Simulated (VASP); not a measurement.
# Si2Ge (P-3m1) in VASP: further runs

Runs on Si2Ge. Level: PBE. Tasks: single point, relaxation of cell and atoms.

Everything below comes from runs of VASP 6.6.1. Logs are shortened: lines on timing, memory, paths and dates and some standing lists are left out, and cuts for length are marked.

### 1 The cell of the first run

It takes space group P-3m1 (No. 164, trigonal). Conventional cell: a = 2.978 Å, b = 2.978 Å, c = 6.547 Å, α = 90.00°, β = 90.00°, γ = 120.00°. Within 3.4 Å of Si (site symmetry 3m) lie 9 Si at 2.55 to 2.98 Å and 3 Ge at 2.90 Å. Ge (site symmetry -3m) has 6 Si at 2.90 Å and 6 Ge at 2.98 Å within 3.8 Å.

### 2 Single point, PBE

INCAR reads:

```
PREC = Accurate
ENCUT = 520
EDIFF = 1E-6
ISMEAR = 0
SIGMA = 0.1
LREAL = F
LASPH = T
NELM = 60
ALGO = Normal
ISIF = 2
LWAVE = F
LCHARG = T
GGA = PE
LELF = T
LVHAR = T
NBANDS = 18
```

KPOINTS reads:

```
regular mesh
0
Gamma
  18 18 8
```

POSCAR reads:

```
Si2Ge
1.0
    2.9778799371      0.0000000000      0.0000000000
   -1.4889399686      2.5789196749      0.0000000000
    0.0000000000      0.0000000000      6.5470414491
Si Ge
2 1
Direct
    0.6666666667      0.3333333333      0.8560767041
    0.3333333333      0.6666666667      0.1439232959
    0.0000000000      0.0000000000      0.5000000000
```

Potentials or basis: VASP PAW PBE potentials, release 64 (Si, Ge_d).

Run with:

```bash
cat potpaw_PBE.64/Si/POTCAR potpaw_PBE.64/Ge_d/POTCAR > POTCAR
mpirun -np 1 vasp_std > vasp.out
```

OUTCAR:

```text
PREC = Accurate
   ENCUT = 520
   EDIFF = 1E-6
   ISMEAR = 0
   LREAL = F
   LASPH = T
   NELM = 60
   ISIF = 2
   GGA = PE

 ion  position               nearest neighbor table
   1  0.667  0.333  0.856-   2 2.55   2 2.55   2 2.55   3 2.90   3 2.90   3 2.90
   2  0.333  0.667  0.144-   1 2.55   1 2.55   1 2.55   3 2.90   3 2.90   3 2.90
   3  0.000  0.000  0.500-   1 2.90   2 2.90   2 2.90   1 2.90   1 2.90   2 2.90

  LATTYP: Found a hexagonal cell.
 ALAT       =     2.9778799371
 C/A-ratio  =     2.1985578960

  Lattice vectors:

 A1 = (   2.9778799371,   0.0000000000,   0.0000000000)
 A2 = (  -1.4889399686,   2.5789196749,   0.0000000000)
 A3 = (   0.0000000000,   0.0000000000,   6.5470414491)

Analysis of symmetry for initial positions (statically):
=====================================================================
 Subroutine PRICEL returns:
 Original cell was already a primitive cell.

 Routine SETGRP: Setting up the symmetry group for a
 hexagonal supercell.

 Subroutine GETGRP returns: Found 12 space group operations
 (whereof 12 operations were pure point group operations)
 out of a pool of 24 trial point group operations.

The static configuration has the point symmetry D_3d.

Analysis of symmetry for dynamics (positions and initial velocities):
=====================================================================
 Subroutine PRICEL returns:
 Original cell was already a primitive cell.

 Routine SETGRP: Setting up the symmetry group for a
 hexagonal supercell.

 Subroutine GETGRP returns: Found 12 space group operations
 (whereof 12 operations were pure point group operations)
 out of a pool of 24 trial point group operations.

The dynamic configuration has the point symmetry D_3d.

 Subroutine INISYM returns: Found 12 space group operations
 (whereof 12 operations are pure point group operations),
 and found     1 'primitive' translations

----------------------------------------------------------------------------------------

                                     Primitive cell

  volume of cell :      50.2794

  direct lattice vectors                    reciprocal lattice vectors
     2.977879937  0.000000000  0.000000000     0.335809375  0.193879633  0.000000000
    -1.488939969  2.578919675  0.000000000     0.000000000  0.387759266  0.000000000
     0.000000000  0.000000000  6.547041449     0.000000000  0.000000000  0.152740747

[... 79 lines left out ...]
   ISPIN  =      1    spin polarized calculation?
   LNONCOLLINEAR =      F non collinear calculations
   LSORBIT =      F    spin-orbit coupling
   LASPH  =      T    aspherical Exc in radial PAW
   ENCUT  =  520.0 eV  38.22 Ry    6.18 a.u.   5.54  5.54 12.17*2*pi/ulx,y,z
   NELM   =     60;   NELMIN=  2; NELMDL= -5     # of ELM steps
   EDIFF  = 0.1E-05   stopping-criterion for ELM
   LREAL  =      F    real-space projection
   EDIFFG = 0.1E-04   stopping-criterion for IOM
   NSW    =      0    number of steps for IOM
[... 5 lines left out ...]
   TEBEG  =    0.0;   TEEND  =   0.0 temperature during run
   PSTRESS=    0.0 pullay stress
   NELECT =      22.0000    total number of electrons
   NUPDOWN=      -1.0000    fix difference up-down
   EMIN   =  10.00;   EMAX   =-10.00  energy-range for DOS
   EFERMI =   0.00;   METHOD = LEGACY
   ISMEAR =     0;   SIGMA  =   0.10  broadening in eV -4-tet -1-fermi 0-gaus
   EFERMI_NEDOS =   21; number of points for ismear=-14 and -15
   IALGO  =     38    algorithm
   IMIX   =      4    mixing-type and parameters
     AMIX     =   0.40;   BMIX     =  1.00
     AMIX_MAG =   1.60;   BMIX_MAG =  1.00
  volume/ion in A,a.u.               =      16.76       113.10
  Fermi-wavevector in a.u.,A,eV,Ry     =   1.242851  2.348648 21.016625  1.544678
  Thomas-Fermi vector in A             =   2.377187
   LORBIT       =      0    0 simple, 1 ext, 2 COOP (PROOUT), +10 PAW based schemes
   GGA     = PE    functional components
   LHFCALC =     F    Hartree Fock is set to
   AEXX    =    0.0000 exact exchange contribution
   IVDW    =     0    specifies the selected vdW correction
   LEPSILON=     F    determine dielectric tensor
   LRPA    =     F    only Hartree local field effects (RPA)
 non-spin polarized calculation
 Gauss-broadening in eV      SIGMA  =   0.10
  energy-cutoff  :      520.00
  volume of cell :       50.28
 maximum number of plane-waves:      1405
 NGX is ok and might be reduce to    24
   NGX = 11   NGY = 11   NGZ = 25

 number of electron      22.0000006 magnetization

 Free energy of the ion-electron system (eV)
  ---------------------------------------------------
  ext. energy  EPLUGINS =         0.00000000
  ---------------------------------------------------
  free energy    TOTEN  =       -13.80940450 eV

  energy without entropy =      -13.80323468  energy(sigma->0) =      -13.80631959

 E-fermi :   8.2039     XC(G=0): -11.0124

 val. band max:        8.1994094253   @ k =   0.2222   0.1111   0.2500
 cond. band min:       8.2048587574   @ k =  -0.2222   0.5000   0.1250
 fundamental gap:      0.0054493320
 Fermi energy:         8.2038653850

 k-point     1 :       0.0000    0.0000    0.0000
  band No.  band energies     occupation
      1     -16.5793      2.00000
      2     -16.5735      2.00000
      3     -16.5735      2.00000
      4     -16.5159      2.00000
      5     -16.5159      2.00000
      6      -5.3554      2.00000
[... 481 lines left out ...]
      5     -16.4909      2.00000
      6      -0.9212      2.00000
[... 10 lines left out ...]
     17      14.3643      0.00000
     18      14.9796      0.00000

 [... further k-points ...]

------------------------ aborting loop because EDIFF is reached ----------------------------------------

  FORCE on cell =-STRESS in cart. coord.  units (eV):
  Direction    XX          YY          ZZ          XY          YZ          ZX
  --------------------------------------------------------------------------------------
  -------------------------------------------------------------------------------------
  Total       -0.0141123     -0.0141123     -0.0266178      0.0000000      0.0000000     -0.0000000
  in kB       -0.4496945     -0.4496945     -0.8481886      0.0000000      0.0000000     -0.0000000
  external PRESSURE =      -0.5825258 kB  Pullay stress =       0.0000000 kB

 VOLUME and BASIS-vectors are now :
 -----------------------------------------------------------------------------
  energy-cutoff  :      520.00
  volume of cell :       50.28
      direct lattice vectors                 reciprocal lattice vectors
     2.977879937  0.000000000  0.000000000     0.335809375  0.193879633  0.000000000
    -1.488939969  2.578919675  0.000000000     0.000000000  0.387759266  0.000000000
     0.000000000  0.000000000  6.547041449     0.000000000  0.000000000  0.152740747

 POSITION                                       TOTAL-FORCE (eV/Angst)
 -----------------------------------------------------------------------------------
      1.48894      0.85964      5.60477        -0.000000     -0.000000      0.008429
     -0.00000      1.71928      0.94227         0.000000      0.000000     -0.008429
      0.00000      0.00000      3.27352        -0.000000      0.000000      0.000000
 -----------------------------------------------------------------------------------
    total drift:                               -0.000000     -0.000000     -0.000000

  FREE ENERGIE OF THE ION-ELECTRON SYSTEM (eV)
  ---------------------------------------------------
  free  energy   TOTEN  =       -13.8094044959 eV

  energy  without entropy=      -13.8032346832  energy(sigma->0) =      -13.80631959
```

stdout:

```text
POSCAR found type information on POSCAR SiGe
 POSCAR found :  2 types and       3 ions
 scaLAPACK will be used
 LDA part: xc-table for (Slater+PW92), standard interpolation
 POSCAR, INCAR and KPOINTS ok, starting setup
 FFT: planning ... GRIDC
 FFT: planning ... GRID_SOFT
 FFT: planning ... GRID
 WAVECAR not read
 entering main loop
```

It took 5.9 min on 1 thread of Intel Xeon 8259CL, shared host; peak memory 0.35 GiB.

What came out:

```
Free energy            : -13.8094 eV
Pressure               : -0.1 GPa
Largest force          : 0.008 eV/Å
Band gap on the k mesh : zero (bands 11 and 12 overlap by 8.05 eV)
```

Forces on the atoms (eV/Å):
```
Si   0.000  0.000  0.008
Si   0.000  0.000 -0.008
Ge   0.000  0.000  0.000
```

### 3 Relaxation of cell and atoms, PBE

This run uses another cell than the first one, of 17.06 Å³/atom.

INCAR reads:

```
PREC = Accurate
ENCUT = 600
EDIFF = 1E-6
ISMEAR = 0
SIGMA = 0.1
LREAL = F
LASPH = T
NELM = 100
ALGO = Normal
ISIF = 3
LWAVE = F
LCHARG = F
GGA = PE
IBRION = 2
NSW = 100
EDIFFG = -0.01
```

KPOINTS is that of step 2.

POSCAR reads:

```
Si2Ge
1.0
    2.9724979751      0.0000000000      0.0000000000
   -1.4862489876      2.5742587592      0.0000000000
    0.0000000000      0.0000000000      6.6878095896
Si Ge
2 1
Direct
    0.6666666667      0.3333333333      0.8649236964
    0.3333333333      0.6666666667      0.1350763036
    0.0000000000      0.0000000000      0.5000000000
```

Potentials or basis: VASP PAW PBE potentials, release 64 (Si, Ge_d).

Run with:

```bash
cat potpaw_PBE.64/Si/POTCAR potpaw_PBE.64/Ge_d/POTCAR > POTCAR
mpirun -np 1 vasp_std > vasp.out
```

OUTCAR:

```text
PREC = Accurate
   ENCUT = 600
   EDIFF = 1E-6
   ISMEAR = 0
   LREAL = F
   LASPH = T
   NELM = 100
   ISIF = 3
   GGA = PE
   IBRION = 2
   NSW = 100
   EDIFFG = -0.01

 ion  position               nearest neighbor table
   1  0.667  0.333  0.865-   2 2.49   2 2.49   2 2.49   3 2.98   3 2.98   3 2.98
   2  0.333  0.667  0.135-   1 2.49   1 2.49   1 2.49   3 2.98   3 2.98   3 2.98
   3  0.000  0.000  0.500-   1 2.98   2 2.98   1 2.98   2 2.98   1 2.98   2 2.98

  LATTYP: Found a hexagonal cell.
 ALAT       =     2.9724979751
 C/A-ratio  =     2.2498954232

  Lattice vectors:

 A1 = (   2.9724979751,   0.0000000000,   0.0000000000)
 A2 = (  -1.4862489876,   2.5742587592,   0.0000000000)
 A3 = (   0.0000000000,   0.0000000000,   6.6878095896)

Analysis of symmetry for initial positions (statically):
=====================================================================
 Subroutine PRICEL returns:
 Original cell was already a primitive cell.

 Routine SETGRP: Setting up the symmetry group for a
 hexagonal supercell.

 Subroutine GETGRP returns: Found 12 space group operations
 (whereof 12 operations were pure point group operations)
 out of a pool of 24 trial point group operations.

The static configuration has the point symmetry D_3d.

Analysis of symmetry for dynamics (positions and initial velocities):
=====================================================================
[... 352 lines left out ...]
  ext. energy  EPLUGINS =         0.00000000
  ---------------------------------------------------
  free energy    TOTEN  =       -13.80967260 eV

  energy without entropy =      -13.80352007  energy(sigma->0) =      -13.80659634

 E-fermi :   8.1966     XC(G=0): -11.0094

 val. band max:        8.1964601360   @ k =  -0.1111   0.3889   0.1250
 cond. band min:       8.1992441511   @ k =  -0.2222   0.5000   0.1250
 fundamental gap:      0.0027840151
 Fermi energy:         8.1965668314

 k-point     1 :       0.0000    0.0000    0.0000
  band No.  band energies     occupation
      1     -16.5872      2.00000
      2     -16.5813      2.00000
      3     -16.5813      2.00000
      4     -16.5240      2.00000
      5     -16.5240      2.00000
      6      -5.3597      2.00000
      7      -2.5539      2.00000
      8      -1.1225      2.00000
      9       7.8693      2.00000
     10       8.5576      0.00000
     11      13.6588      0.00000
     12      13.6588      0.00000
     13      14.6962      0.00000
     14      14.6962      0.00000
[... 401 lines left out ...]
      2     -16.5709      2.00000
      3     -16.5388      2.00000
      4     -16.5206      2.00000
      5     -16.4989      2.00000
      6      -0.9284      2.00000
      7       0.9780      2.00000
      8       2.3722      2.00000
      9       3.4296      2.00000
     10       4.5493      2.00000
     11       5.6835      2.00000
     12       7.7093      2.00000
     13      10.5115      0.00000
     14      11.0070      0.00000
     15      12.3123      0.00000

 [... further k-points ...]

------------------------ aborting loop because EDIFF is reached ----------------------------------------

  FORCE on cell =-STRESS in cart. coord.  units (eV):
  Direction    XX          YY          ZZ          XY          YZ          ZX
  --------------------------------------------------------------------------------------
  -------------------------------------------------------------------------------------
  Total        0.0104314      0.0104314      0.0126200     -0.0000000     -0.0000000     -0.0000000
  in kB        0.3322086      0.3322086      0.4019079     -0.0000000     -0.0000000     -0.0000000
  external PRESSURE =       0.3554417 kB  Pullay stress =       0.0000000 kB
[... 18 lines left out ...]
  FREE ENERGIE OF THE ION-ELECTRON SYSTEM (eV)
  ---------------------------------------------------
  free  energy   TOTEN  =       -13.8096725993 eV

  energy  without entropy=      -13.8035200743  energy(sigma->0) =      -13.80659634

 reached required accuracy - stopping structural energy minimisation
```

OSZICAR:

```text
N       E                     dE             d eps       ncg     rms          rms(c)
DAV:   1     0.118556422341E+03    0.11856E+03   -0.12014E+04  8302   0.305E+03
DAV:   2    -0.917351338566E+00   -0.11947E+03   -0.11756E+03  8463   0.532E+02
[... 108 lines left out ...]
  13 F= -.13809632E+02 E0= -.13806537E+02  d E =-.197589E-03
       N       E                     dE             d eps       ncg     rms          rms(c)
DAV:   1    -0.138097854665E+02   -0.15328E-03   -0.38259E-03  9681   0.821E-01    0.653E-02
DAV:   2    -0.138097054034E+02    0.80063E-04   -0.35215E-04 11323   0.255E-01    0.370E-02
DAV:   3    -0.138096779303E+02    0.27473E-04   -0.41034E-05 10683   0.958E-02    0.158E-02
DAV:   4    -0.138096725981E+02    0.53322E-05   -0.67212E-06 12316   0.397E-02    0.332E-03
DAV:   5    -0.138096725993E+02   -0.12251E-08   -0.63467E-07  4851   0.127E-02
  14 F= -.13809673E+02 E0= -.13806596E+02  d E =-.406046E-04
```

CONTCAR:

```text
Si2Ge
   1.00000000000000
     2.9785688165616082   -0.0000000000001109    0.0000000000000000
    -1.4892844083310017    2.5795162621285410   -0.0000000000000000
    -0.0000000000000000   -0.0000000000000000    6.5478171925668578
  Si              Ge
     2     1
Direct
     0.6666666667000030    0.3333333332999970    0.8562986240573426
     0.3333333332999970    0.6666666667000030    0.1437013759426574
     1.0000000000000000    0.0000000000000000    0.5000000000000000

  0.00000000E+00  0.00000000E+00  0.00000000E+00
  0.00000000E+00  0.00000000E+00  0.00000000E+00
  0.00000000E+00  0.00000000E+00  0.00000000E+00
```

Run time: 39 min. Hardware: 1 thread of Intel Xeon 8259CL, shared host; peak memory 0.39 GiB.

What came out:

```yaml
Free_energy: -13.8097 eV
Relaxed_volume: 16.77 Å³/atom
Relaxed_cell: a = 2.979 Å, b = 2.979 Å, c = 6.548 Å, α = 90.00°, β = 90.00°, γ = 120.00°
Space_group_after_relaxing_to_0.1_Å: P-3m1 (No. 164)
Energy_gained_by_relaxing: 8.4 meV/atom
Ionic_steps: 14
Pressure_after_relaxing: 0.0 GPa
Band_gap_on_the_k_mesh: zero (bands 11 and 12 overlap by 8.04 eV)
```

Forces on the atoms (eV/Å):
```
Si   0.000  0.000 -0.003
Si   0.000  0.000  0.003
Ge   0.000  0.000  0.000
```

Step by step:
| step | energy change (eV) | largest force (eV/Å) | pressure (GPa) | volume (Å³) |
| --- | --- | --- | --- | --- |
| 1 | 0.0000 | 0.4718 | 0.16 | 51.17 |
| 2 | -0.0149 | 0.1982 | -0.65 | 51.30 |
| 3 | -0.0182 | 0.0212 | -1.25 | 51.40 |
| 4 | -0.0239 | 0.0063 | 0.00 | 50.31 |
| 5 | -0.0239 | 0.0034 | 0.14 | 50.14 |
| 6 | -0.0239 | 0.0027 | 0.33 | 50.10 |
| 7 | -0.0248 | 0.0148 | 0.24 | 50.11 |
| 8 | -0.0251 | 0.0249 | 0.19 | 50.12 |
| 9 | -0.0251 | 0.0287 | 0.17 | 50.12 |
| 10 | -0.0253 | 0.0183 | 0.09 | 50.31 |
| 11 | -0.0250 | 0.0041 | -0.33 | 50.56 |
| 12 | -0.0253 | 0.0133 | -0.28 | 50.40 |
| 13 | -0.0253 | 0.0161 | -0.06 | 50.35 |
| 14 | -0.0253 | 0.0026 | 0.04 | 50.31 |

Final structure:
```
Si Ge
1.0
     2.97857    0.00000    0.00000
    -1.48928    2.57952    0.00000
     0.00000    0.00000    6.54782
Si Ge
2 1
Direct
  0.66667 0.33333 0.85630
  0.33333 0.66667 0.14370
  0.00000 0.00000 0.50000
```

Levels at points of the mesh, in eV from the Fermi level:
```csv
k point,band 9,band 10,band 11,band 12,band 13,band 14
"(0.00, 0.00, 0.00)",-0.33,0.36,5.46,5.46,6.50,6.50
"(0.50, 0.00, 0.00)",-4.74,-3.87,-3.83,1.44,3.90,4.15
"(0.00, 0.00, 0.50)",-5.48,5.46,5.46,6.33,7.27,7.27
"(0.50, 0.00, 0.50)",-6.04,-0.97,-0.63,-0.31,0.31,1.77
```
